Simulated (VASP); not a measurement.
Here is a VASP 6.6.1 calculation.

INCAR

```
PREC = Accurate
ENCUT = 520
EDIFF = 1E-7
ISMEAR = -1
SIGMA = 0.05
LREAL = False
LASPH = True
NELM = 100
ALGO = Normal
ISIF = 2
LWAVE = False
LCHARG = False
GGA = B5
ALDAX = 1.0
AGGAX = 1.0
AGGAC = 1.0
ALDAC = 0.0
NBANDS = 8
```

File KPOINTS:

```
regular mesh
0
Gamma
  13 13 13
```

Contents of POSCAR:

```
Si
1.0
   -1.7656606966      1.7656606966      1.3288807889
    1.7656606966     -1.7656606966      1.3288807889
    1.7656606966      1.7656606966     -1.3288807889
Si
1
Direct
    0.0000000000      0.0000000000      0.0000000000
```

Potentials or basis: VASP PAW PBE potentials, release 64 (Si).

Run with:

```console
$ cat potpaw_PBE.64/Si/POTCAR > POTCAR
$ mpirun -np 1 vasp_std > vasp.out
```

**Question.** Estimate the pressure.

**Answer.** 0.3 GPa.

**Question.** What does it give for the band gap on the k mesh?

**Answer.** Zero (band 2 reaches 16.42 eV, above the bottom of band 3 at 6.27 eV).

Stress tensor (GPa, compression positive):
```
0.29 0.00 0.00
0.00 0.29 0.00
0.00 0.00 0.38
```

Caveat: the PAW data sets were made with another functional, which shifts forces and pressure a little.
